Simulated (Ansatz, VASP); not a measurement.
**BN: VASP beside Ansatz**

```
B N
1.0
     0.00000    1.87701    1.80481
     1.87701    0.00000    1.80481
     1.87701    1.87701    0.00000
B N
1 1
Direct
  0.00000 0.00000 0.00000
  0.75000 0.75000 0.75000
```

Change from the starting cell: strain +0.040 along x and y, +0.000 along z, atoms carried along.

Alike in both runs: task single point; functional r2SCAN; k mesh 12 × 12 × 12; occupations gaussian, width 0.05 eV; no spin polarisation.

|  | VASP | Ansatz |
| --- | --- | --- |
| version | VASP 6.6.1 | Ansatz 0.2.0 |
| potentials or method | VASP PAW PBE potentials, release 64 (B, N), cutoff 520 eV | scalar-relativistic, plane waves, PAW |
| valence electrons in the cell | 8 | 8 |

Ansatz gave:

```
gap on the k mesh at the Fermi level (eV)                     : 4.25
least direct gap on the mesh (eV)                             : 8.79
pressure (GPa)                                                : -26.6
traceless stress, the component that is largest in VASP (GPa) : 14.84
```

Task: What did VASP give for the same quantities?

Result: gap on the k mesh at the Fermi level (eV): 4.24; least direct gap on the mesh (eV): 8.76; pressure (GPa): -25.8; traceless stress, the component that is largest in VASP (GPa): 14.79.

VASP's potentials were made for PBE, not for r2SCAN. With one functional, cell and mesh, what is left measures potentials, basis and numerics.
